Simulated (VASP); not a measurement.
# SiO2 (I-42d) in VASP: a series of runs, part 2 of 2

VASP 6.6.1.

## 3. Electric field gradients, PBE

INCAR

```
SYSTEM = SiO2
PREC = Accurate
ENCUT = 520
EDIFF = 1E-8
ISMEAR = 1
SIGMA = 0.05
LREAL = .FALSE.
LASPH = .TRUE.
NELM = 80
ALGO = Normal
ISIF = 2
LWAVE = .FALSE.
LCHARG = .FALSE.
GGA = PE
LEFG = .TRUE.
NBANDS = 25
```

KPOINTS

```
Automatic mesh
0
G
  6 6 6
  0 0 0
```

POSCAR

```
SiO2
1.0
   -2.3740500000      2.3740500000      3.7440000000
    2.3740500000     -2.3740500000      3.7440000000
    2.3740500000      2.3740500000     -3.7440000000
Si O
2 4
Direct
    0.0000000000      0.0000000000      0.0000000000
    0.7500000000      0.2500000000      0.5000000000
    1.0014241066      0.6250000000      0.8764241066
    0.3750000000      0.2514241066      0.3764241066
    0.7485758934      0.1250000000      0.1235758934
    0.8750000000     -0.0014241066      0.6235758934
```

Potentials or basis: VASP PAW PBE potentials, release 64 (Si, O).

Command:

```sh
> cat potpaw_PBE.64/Si/POTCAR potpaw_PBE.64/O/POTCAR > POTCAR
> mpirun -np 1 vasp_std > vasp.out
```

OUTCAR:

```text
SYSTEM = SiO2
   PREC = Accurate
   ENCUT = 520
   EDIFF = 1E-8
   ISMEAR = 1
   LREAL = .FALSE.
   LASPH = .TRUE.
   NELM = 80
   ISIF = 2
   GGA = PE

 ion  position               nearest neighbor table
   1  0.000  0.000  0.000-   3 1.63   5 1.63   6 1.63   4 1.63   2 3.02   2 3.02   2 3.02   2 3.02

   2  0.750  0.250  0.500-   4 1.63   5 1.63   6 1.63   3 1.63   1 3.02   1 3.02   1 3.02   1 3.02

   3  0.001  0.625  0.876-   1 1.63   2 1.63
   4  0.375  0.251  0.376-   2 1.63   1 1.63
   5  0.749  0.125  0.124-   1 1.63   2 1.63
   6  0.875  0.999  0.624-   1 1.63   2 1.63

  LATTYP: Found a body centered tetragonal cell.
 ALAT       =     4.7481000000
 C/A-ratio  =     1.5770518734

  Lattice vectors:

 A1 = (  -2.3740500000,   2.3740500000,   3.7440000000)
 A2 = (   2.3740500000,  -2.3740500000,   3.7440000000)
 A3 = (   2.3740500000,   2.3740500000,  -3.7440000000)

Analysis of symmetry for initial positions (statically):
=====================================================================
 Subroutine PRICEL returns:
 Original cell was already a primitive cell.

 Routine SETGRP: Setting up the symmetry group for a
 body centered tetragonal supercell.

 Subroutine GETGRP returns: Found  8 space group operations
 (whereof  4 operations were pure point group operations)
 out of a pool of 16 trial point group operations.
[... 858 lines left out ...]
  Direction    XX          YY          ZZ          XY          YZ          ZX
  --------------------------------------------------------------------------------------
  -------------------------------------------------------------------------------------
  Total        1.4935637      1.4935637      0.6131801      0.0000000     -0.0000000      0.0000000
  in kB       28.3503724     28.3503724     11.6391982      0.0000000     -0.0000000      0.0000000
  external PRESSURE =      22.7799810 kB  Pullay stress =       0.0000000 kB

 VOLUME and BASIS-vectors are now :
 -----------------------------------------------------------------------------
  energy-cutoff  :      520.00
  volume of cell :       84.41
      direct lattice vectors                 reciprocal lattice vectors
    -2.374050000  2.374050000  3.744000000     0.000000000  0.210610560  0.133547009
     2.374050000 -2.374050000  3.744000000     0.210610560  0.000000000  0.133547009
     2.374050000  2.374050000 -3.744000000     0.210610560  0.210610560  0.000000000

 POSITION                                       TOTAL-FORCE (eV/Angst)
 -----------------------------------------------------------------------------------
      0.00000      0.00000      0.00000         0.000000     -0.000000     -0.000000
      0.00000      2.37405      1.87200        -0.000000     -0.000000      0.000000
      3.56107      0.60027     -0.93600         0.000000     -0.000880      0.000000
      0.60027      1.18702      0.93600        -0.000880     -0.000000      0.000000
     -1.18702      1.77378      2.80800        -0.000000      0.000880     -0.000000
      1.77378      1.18702      4.68000         0.000880     -0.000000     -0.000000
 -----------------------------------------------------------------------------------
    total drift:                                0.000003      0.000003      0.000003

  FREE ENERGIE OF THE ION-ELECTRON SYSTEM (eV)
  ---------------------------------------------------
  free  energy   TOTEN  =       -47.3943962201 eV

  energy  without entropy=      -47.3954138620  energy(sigma->0) =      -47.39473543

 Electric field gradients (V/A^2)
---------------------------------------------------------------------
 ion       V_xx      V_yy      V_zz      V_xy      V_xz      V_yz
---------------------------------------------------------------------
   1       2.724     2.724    -5.448    -0.000    -0.000    -0.000
   2       2.724     2.724    -5.448    -0.000    -0.000    -0.000
   3      28.181   -27.761    -0.420     0.003    70.811     0.003
   4     -27.761    28.181    -0.420     0.003     0.003    70.811
   5      28.181   -27.761    -0.420     0.003   -70.805     0.003
   6     -27.761    28.181    -0.420     0.003     0.003   -70.805
---------------------------------------------------------------------

 Electric field gradients after diagonalization (V/A^2)
 (convention: |V_zz| > |V_xx| > |V_yy|)
----------------------------------------------------------------------
 ion       V_xx      V_yy      V_zz     asymmetry (V_yy - V_xx)/ V_zz
----------------------------------------------------------------------
   1       2.724     2.724    -5.448       0.000
   2       2.724     2.724    -5.448       0.000
   3     -58.360   -27.761    86.121       0.355
   4     -58.360   -27.761    86.121       0.355
   5     -58.354   -27.761    86.115       0.355
   6     -58.354   -27.761    86.115       0.355
----------------------------------------------------------------------

           NMR quadrupolar parameters

 Cq : quadrupolar parameter    Cq=e*Q*V_zz/h
 eta: asymmetry parameters     (V_yy - V_xx)/ V_zz
 Q  : nuclear electric quadrupole moment in mb (millibarn)
----------------------------------------------------------------------
 ion       Cq(MHz)       eta       Q (mb)
----------------------------------------------------------------------
   1      -0.013       0.000       1.000
   2      -0.013       0.000       1.000
   3       0.208       0.355       1.000
   4       0.208       0.355       1.000
   5       0.208       0.355       1.000
   6       0.208       0.355       1.000
----------------------------------------------------------------------
```

OSZICAR:

```text
N       E                     dE             d eps       ncg     rms          rms(c)
DAV:   1     0.169519138255E+03    0.16952E+03   -0.16156E+04  1500   0.114E+03
DAV:   2    -0.423962814822E+02   -0.21192E+03   -0.20345E+03  2045   0.272E+02
DAV:   3    -0.534900374321E+02   -0.11094E+02   -0.11051E+02  2014   0.637E+01
DAV:   4    -0.535961529795E+02   -0.10612E+00   -0.10608E+00  1792   0.710E+00
DAV:   5    -0.535974328300E+02   -0.12799E-02   -0.12795E-02  1997   0.770E-01    0.202E+01
DAV:   6    -0.473690860532E+02    0.62283E+01   -0.19587E+01  1831   0.282E+01    0.100E+01
DAV:   7    -0.473894555125E+02   -0.20369E-01   -0.66275E-01  1902   0.451E+00    0.354E+00
DAV:   8    -0.473863729248E+02    0.30826E-02   -0.32480E-02  1918   0.156E+00    0.136E+00
DAV:   9    -0.473932877298E+02   -0.69148E-02   -0.18988E-02  1776   0.105E+00    0.271E-01
DAV:  10    -0.473944023656E+02   -0.11146E-02   -0.17835E-03  1773   0.257E-01    0.781E-02
DAV:  11    -0.473943916158E+02    0.10750E-04   -0.39696E-04  1870   0.142E-01    0.141E-02
DAV:  12    -0.473943948376E+02   -0.32219E-05   -0.14899E-05  1831   0.259E-02    0.113E-02
DAV:  13    -0.473943959880E+02   -0.11504E-05   -0.36691E-06  1765   0.126E-02    0.334E-03
DAV:  14    -0.473943962123E+02   -0.22433E-06   -0.13799E-07  1879   0.263E-03    0.102E-03
DAV:  15    -0.473943962263E+02   -0.13983E-07   -0.19641E-08  1572   0.972E-04    0.440E-04
DAV:  16    -0.473943962201E+02    0.62596E-08   -0.28243E-09  1392   0.367E-04
   1 F= -.47394396E+02 E0= -.47394735E+02  d E =0.101764E-02
```

stdout:

```text
POSCAR found type information on POSCAR SiO
 POSCAR found :  2 types and       6 ions
 scaLAPACK will be used
 LDA part: xc-table for (Slater+PW92), standard interpolation
 POSCAR, INCAR and KPOINTS ok, starting setup
 FFT: planning ... GRIDC
 FFT: planning ... GRID_SOFT
 FFT: planning ... GRID
 WAVECAR not read
 entering main loop
ion   1

ion   2

ion   3

ion   4

ion   5

ion   6
```

Run time: 92 s. Hardware: 1 thread of AMD EPYC 7R43 (Zen 3), shared host; peak memory 0.2 GiB.

What came out:

| Quantity | Value |
| --- | --- |
| Free energy | -47.3944 eV |
| Pressure | 2.3 GPa |
| Band gap on the k mesh | 6.01 eV, direct |

Electric field gradients, principal values (V/Å²):
```tsv
atom	least	middle	greatest (by size)
1 Si	2.724	2.724	-5.448
2 Si	2.724	2.724	-5.448
3 O	-27.761	-58.360	86.121
4 O	-27.761	-58.360	86.121
5 O	-27.761	-58.354	86.115
6 O	-27.761	-58.354	86.115
```

Caveat: without QUAD_EFG the Cq values of the log hold for a quadrupole moment of 1 mb, not for the nuclei. A k mesh can miss the band edges.
